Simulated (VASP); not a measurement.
The system is Fe.

```
CELL_PARAMETERS angstrom
-1.43325 1.43325 1.43325
1.43325 -1.43325 1.43325
1.43325 1.43325 -1.43325
ATOMIC_POSITIONS crystal
Fe 0.00000 0.00000 0.00000
```

| Property | Result |
| --- | --- |
| Program | VASP 6.6.1 |
| Task | relaxation of cell and atoms |
| Functional | BLYP |
| Potentials or basis | VASP PAW PBE potentials, release 64 (Fe) |
| Cutoff | 600 eV |
| k mesh | 15 × 15 × 15 |
| Occupations | fermi-dirac, width 0.1 eV |
| Spin | no spin polarisation |

At the start: pressure -13.9 GPa; volume 11.78 Å³/atom.

Question: How do energy, volume and symmetry change on relaxing?

Answer: Over 4 steps the energy falls by 37.5 meV/atom and the volume is 10.97 Å³/atom (-6.9 %); space group Im-3m (No. 229, to 0.05 Å).

Step by step:
```tsv
step	energy change (eV)	largest force (eV/Å)	pressure (GPa)	volume (Å³)
1	0.0000	0.0000	-13.88	11.78
2	0.0178	0.0000	22.57	10.12
3	-0.0375	0.0000	-0.28	10.98
4	-0.0375	0.0000	0.04	10.97
```

Final structure:
```yaml
crystal:
  lattice:
    - [-1.39963, 1.39963, 1.39963]
    - [1.39963, -1.39963, 1.39963]
    - [1.39963, 1.39963, -1.39963]
  atoms:
    - { symbol: Fe, position: [0.00000, 0.00000, 0.00000] }
```

Caveat: the PAW data sets were made with another functional, which shifts forces and pressure a little; the run has no spin polarisation, though such a crystal can be magnetic.
